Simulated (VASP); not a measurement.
Here is a VASP 6.6.1 calculation.

File INCAR:

```
SYSTEM = Ti6Si
  PREC = Accurate
  ENCUT = 520
  EDIFF = 1E-6
  ISMEAR = 0
  SIGMA = 0.1
  LREAL = .False.
  LASPH = .True.
  NELM = 100
  ALGO = Normal
  ISIF = 2
  LWAVE = .False.
  LCHARG = .False.
  LDIPOL = .True.
  IDIPOL = 3
  DIPOL = 0.5 0.5 0.368
  GGA = PE
  NBANDS = 47
```

KPOINTS

```
regular mesh
0
Gamma
  9 6 1
  0 0 0
```

Contents of POSCAR:

```
Ti6Si
1.0
    2.8319727849      0.0000000000      0.0000000000
    0.0000000000      4.5793473376      0.0000000000
    0.0000000000      0.0000000000     22.0506931396
Ti Si
6 1
Direct
    0.5000000000      0.0000000000      0.1814001934
    0.0000000000      0.5000000000      0.2413504045
    0.5000000000      0.0000000000      0.3013006156
    0.5000000000      0.5000000000      0.3625816749
    0.0000000000      0.0000000000      0.4208168374
    0.5000000000      0.5000000000      0.4784744440
    0.5000000000      0.6000000000      0.5901428240
```

Potentials or basis: VASP PAW PBE potentials, release 64 (Ti_sv, Si).

Launch:

```bash
$ cat potpaw_PBE.64/Ti_sv/POTCAR potpaw_PBE.64/Si/POTCAR > POTCAR
$ mpirun -np 1 vasp_std > vasp.out
```

Problem. Estimate the band gap on the k mesh.

Solution. Zero (bands 38 and 39 overlap by 0.17 eV).

Problem. Predict the largest force.

Solution. 0.427 eV/Å.

Forces on the atoms (eV/Å):
```
Ti   0.000  0.013  0.382
Ti   0.000  0.001  0.009
Ti   0.000 -0.029 -0.426
Ti   0.000  0.051  0.094
Ti   0.000 -0.111 -0.038
Ti   0.000 -0.130 -0.021
Si   0.000  0.205 -0.001
```
